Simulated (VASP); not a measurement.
Input of a VASP 6.6.1 run:

The input INCAR:

```
ALGO = Normal ; EDIFF = 1E-7
ENCUT = 520 ; GGA = CA
ISIF = 2 ; ISMEAR = -1
LASPH = T ; LCHARG = T
LELF = T ; LREAL = F
LVHAR = T ; LWAVE = F
NBANDS = 16 ; NELM = 60
PREC = Accurate ; SIGMA = 0.05
```

File KPOINTS:

```
k-points
0
Gamma
  13 13 13
```

Contents of POSCAR:

```
SiW
1.0
    2.6100344007      0.0000000000      0.0000000000
    0.0000000000      2.6100344007      0.0000000000
    0.0000000000      0.0000000000      2.6100344007
W Si
1 1
Direct
    0.0000000000      0.0000000000      0.0000000000
    0.5000000000      0.5000000000      0.5000000000
```

Potentials or basis: VASP PAW LDA potentials, release 64 (W_sv, Si).

Run with:

```bash
$ cat potpaw_LDA.64/W_sv/POTCAR potpaw_LDA.64/Si/POTCAR > POTCAR
$ mpirun -np 1 vasp_std > vasp.out
```

What does it give for the pressure?

271.7 GPa.

What does it give for the band gap on the k mesh?

Zero (band 9 reaches 24.35 eV, above the bottom of band 10 at 17.59 eV).

Caveat: spin-orbit coupling is left out, which moves the levels of the heavy elements.
